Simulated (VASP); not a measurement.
Crystal: MnO2.

```xyz
6
Lattice="4.3983 0.0000 0.0000 0.0000 4.3983 0.0000 0.0000 0.0000 2.8730" Properties=species:S:1:pos:R:3 pbc="T T T"
Mn    0.0000    0.0000    0.0000
Mn    2.1991    2.1991    1.4365
O     1.3421    1.3421    0.0000
O     0.8570    3.5413    1.4365
O     3.0562    3.0562    0.0000
O     3.5413    0.8570    1.4365
```

Base run:

- Program: VASP 6.6.1
- Functional: PBE
- Potentials or basis: VASP PAW PBE potentials, release 64 (Mn_sv, O)
- Cutoff: 600 eV
- k mesh: 5 × 5 × 7
- Occupations: gaussian, width 0.3 eV
- Spin: no spin polarisation

Its results: band gap on the k mesh zero (band 27 reaches 6.93 eV, above the bottom of band 28 at 6.17 eV); pressure -7.5 GPa; largest force 0.264 eV/Å.

**Question.** The run is repeated on the same cell with these changes: occupations from gaussian, width 0.3 eV to fermi-dirac, width 0.02 eV. What comes out?

**Answer.** Band gap on the k mesh zero (band 27 reaches 6.93 eV, above the bottom of band 28 at 6.18 eV); pressure -8.1 GPa; largest force 0.321 eV/Å.

Caveats: the run has no spin polarisation, though such a crystal can be magnetic; semilocal functionals often make such compounds metallic where correlation or magnetic order opens a gap, which also shifts bond lengths.
